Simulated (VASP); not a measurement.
GaP4:

```
CELL_PARAMETERS angstrom
5.87026 0.00000 0.00000
0.00000 5.87026 0.00000
0.00000 0.00000 2.42179
ATOMIC_POSITIONS crystal
Ga 0.00000 0.00000 0.00000
P 0.79544 0.50000 0.00000
P 0.20456 0.50000 0.00000
P 0.50000 0.79544 0.00000
P 0.50000 0.20456 0.00000
```

| Item | Value |
| --- | --- |
| Program | VASP 6.6.1 |
| Task | relaxation of cell and atoms |
| Functional | PBE |
| Potentials or basis | VASP PAW PBE potentials, release 64 (Ga_d, P) |
| Cutoff | 600 eV |
| k mesh | 6 × 6 × 16 |
| Occupations | gaussian, width 0.1 eV |
| Spin | no spin polarisation |

At the start: pressure -0.6 GPa; volume 16.69 Å³/atom.

Task: Where does the relaxation end?

Result: Over 12 steps the energy falls by 12.3 meV/atom and the volume is 16.49 Å³/atom (-1.2 %); space group P4/mmm (No. 123, to 0.05 Å).

Step by step:
| step | energy change (eV) | largest force (eV/Å) | pressure (GPa) | volume (Å³) |
| --- | --- | --- | --- | --- |
| 1 | 0.0000 | 0.0423 | -0.58 | 83.45 |
| 2 | -0.0607 | 0.0237 | -0.27 | 82.70 |
| 3 | -0.0613 | 0.0220 | -0.21 | 82.63 |
| 4 | -0.0614 | 0.0214 | -0.20 | 82.61 |
| 5 | -0.0616 | 0.0152 | 0.02 | 82.35 |
| 6 | -0.0616 | 0.0147 | 0.07 | 82.33 |
| 7 | -0.0616 | 0.0150 | 0.03 | 82.34 |
| 8 | -0.0616 | 0.0148 | 0.04 | 82.34 |
| 9 | -0.0616 | 0.0126 | 0.03 | 82.35 |
| 10 | -0.0617 | 0.0095 | 0.01 | 82.38 |
| 11 | -0.0617 | 0.0077 | 0.00 | 82.40 |
| 12 | -0.0617 | 0.0049 | -0.01 | 82.43 |

Final structure:
```xyz
5
Lattice="5.7722 0.0000 0.0000 0.0000 5.7722 0.0000 0.0000 0.0000 2.4740" Properties=species:S:1:pos:R:3 pbc="T T T"
Ga    0.0000    0.0000    2.4740
P     4.5886    2.8861    0.0000
P     1.1836    2.8861    0.0000
P     2.8861    4.5886    0.0000
P     2.8861    1.1836    0.0000
```
